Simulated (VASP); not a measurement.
**F2: relaxation of the atoms with PBEsol**

The system is F2, in a box.

```xyz
2
Lattice="9.0000 0.0000 0.0000 0.0000 9.5000 0.0000 0.0000 0.0000 10.0000" Properties=species:S:1:pos:R:3 pbc="T T T"
F     4.5000    4.7500    4.2900
F     4.5000    4.7500    5.7100
```

```
Program                : VASP 6.6.1
Task                   : relaxation of the atoms
Functional             : PBEsol
Potentials or basis    : VASP PAW PBE potentials, release 64 (F)
Cutoff                 : 520 eV
k mesh                 : 1 × 1 × 1
Occupations            : fermi-dirac, width 0.02 eV
Spin                   : no spin polarisation
Dipole correction      : no
Further INCAR settings : ALGO = Normal; EDIFF = 1e-07; IBRION = 2; EDIFFG = -0.02; NSW = 80
```

| Item | Value |
| --- | --- |
| Energy gained by relaxing | 1.0 meV/atom |
| Ionic steps | 3 |
| Gap between the frontier levels | 3.51 eV |

The path:
```tsv
step	energy change (eV)	largest force (eV/Å)	pressure (GPa)
1	0.0000	0.3810	-0.05
2	0.0115	1.0617	0.07
3	-0.0020	0.0004	-0.02
```

Final structure:
```yaml
crystal:
  lattice:
    - [9.00000, 0.00000, 0.00000]
    - [0.00000, 9.50000, 0.00000]
    - [0.00000, 0.00000, 10.00000]
  atoms:
    - { symbol: F, position: [0.50000, 0.50000, 0.42953] }
    - { symbol: F, position: [0.50000, 0.50000, 0.57047] }
```

Levels at points of the mesh, in eV from the valence-band top:
```
           k point  band 3  band 4  band 5  band 6  band 7  band 8  band 9  band 10  band 11
(0.00, 0.00, 0.00)   -6.08   -3.45   -3.45    0.00    0.00    3.51    8.96    10.46    10.52
```

It took 63 s on 1 thread of Intel(R) Xeon(R) 6975P-C (Granite Rapids), on a shared host, peak memory 0.78 GiB.

Caveat: the PAW data sets were made with another functional, which shifts forces and pressure a little.
